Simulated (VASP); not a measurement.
Write the native input for VASP 6.6.1 that does the following.

```yaml
Task: density of states
Functional: PBE
Potentials_or_basis: VASP PAW PBE potentials, release 64 (Cd, Se)
Cutoff: 520 eV
k_mesh: 12 × 12 × 8
Occupations: gaussian, width 0.1 eV
Spin: no spin polarisation
Dipole_correction: no
k_mesh_for_the_DOS: 18 × 18 × 12
Occupations_for_the_DOS: tetrahedron
Further_INCAR_settings: ALGO = Normal; EDIFF = 1e-07
```

The system is CdSe.

```
CELL_PARAMETERS angstrom
4.06340 0.00000 0.00000
-2.03170 3.51901 0.00000
0.00000 0.00000 6.69692
ATOMIC_POSITIONS crystal
Cd 0.00000 0.00000 0.00000
Cd 0.00000 0.00000 0.50000
Se 0.33333 0.66667 0.75000
Se 0.66667 0.33333 0.25000
```

One way to write it, as run:

POSCAR

```
CdSe
1.0
    4.0634045328      0.0000000000      0.0000000000
   -2.0317022664      3.5190115513      0.0000000000
    0.0000000000      0.0000000000      6.6969154597
Cd Se
2 2
Direct
    0.0000000000      0.0000000000      0.0000000000
    0.0000000000      0.0000000000      0.5000000000
    0.3333333333      0.6666666667      0.7500000000
    0.6666666667      0.3333333333      0.2500000000
```

INCAR.step1

```
SYSTEM = CdSe
  PREC = Accurate
  ENCUT = 520
  EDIFF = 1E-7
  ISMEAR = 0
  SIGMA = 0.1
  LREAL = .False.
  LASPH = .True.
  NELM = 100
  ALGO = Normal
  ISIF = 2
  LWAVE = .False.
  LCHARG = .True.
  GGA = PE
  NBANDS = 26
```

KPOINTS.step1

```
Automatic mesh
0
Gamma
  12 12 8
  0 0 0
```

INCAR.step2

```
SYSTEM = CdSe
  PREC = Accurate
  ENCUT = 520
  EDIFF = 1E-7
  ISMEAR = -5
  SIGMA = 0.1
  LREAL = .False.
  LASPH = .True.
  NELM = 100
  ALGO = Normal
  ISIF = 2
  LWAVE = .False.
  LCHARG = .False.
  GGA = PE
  LORBIT = 11
  NEDOS = 2001
  ICHARG = 11
```

KPOINTS.step2

```
Automatic mesh
0
Gamma
  18 18 12
  0 0 0
```

Potentials or basis: VASP PAW PBE potentials, release 64 (Cd, Se).

Run with:

```bash
$ cat potpaw_PBE.64/Cd/POTCAR potpaw_PBE.64/Se/POTCAR > POTCAR
$ cp INCAR.step1 INCAR
$ cp KPOINTS.step1 KPOINTS
$ mpirun -np 1 vasp_std > vasp.out
$ cp INCAR.step2 INCAR
$ cp KPOINTS.step2 KPOINTS
$ mpirun -np 1 vasp_std > vasp.out
```

It gave:

- Valence electrons inside the program's atomic spheres: Cd 10.20; Se 3.82

Run time: 5.3 min on 1 thread of Intel(R) Xeon(R) 6975P-C (Granite Rapids), with other jobs on the host, peak memory 0.57 GiB.
